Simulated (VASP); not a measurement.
Runs of VASP 6.6.1 on Ba2SO. The structure is that of space group P4/mmm (No. 123), or close to it. The cells are those of the table. 

```tsv
level	cell	gap on the mesh (eV)	pressure (GPa)
r2SCAN	a = 4.205, b = 4.205, c = 5.953 Å, 4 atoms	(a)	4.8
PBE	a = 4.216, b = 4.216, c = 5.968 Å, 4 atoms	1.51	(b)
r2SCAN	a = 4.336, b = 4.336, c = 6.138 Å, 4 atoms	1.92	-0.7
r2SCAN	a = 4.250, b = 4.250, c = 6.016 Å, 4 atoms	1.87	2.6
r2SCAN	a = 4.293, b = 4.293, c = 6.078 Å, 4 atoms	1.90	0.8
PBE	a = 4.304, b = 4.304, c = 6.092 Å, 4 atoms	1.57	0.8
PBE	a = 4.346, b = 4.346, c = 6.152 Å, 4 atoms	1.60	-0.6
PBE	a = 4.260, b = 4.260, c = 6.031 Å, 4 atoms	1.54	2.5
PBE	a = 4.293, b = 4.293, c = 6.078 Å, 4 atoms	1.57	1.2
PBE	a = 4.388, b = 4.388, c = 6.212 Å, 4 atoms	(c)	-1.9
```

Alike in all rows: task single point; potentials or basis VASP PAW PBE potentials, release 64 (O, Ba_sv, S); no spin polarisation; k mesh 6 × 6 × 4; cutoff (eV) 520; smearing gaussian 0.01 eV.

Fill in the values left out.

(a) 1.83; (b) 4.5; (c) 1.62.

Caveats: spin-orbit coupling is left out, which moves the levels of the heavy elements; the PAW data sets were made with another functional, which shifts forces and pressure a little (some runs).

A k mesh can miss the band edges, and the runs leave out spin-orbit coupling on Ba.
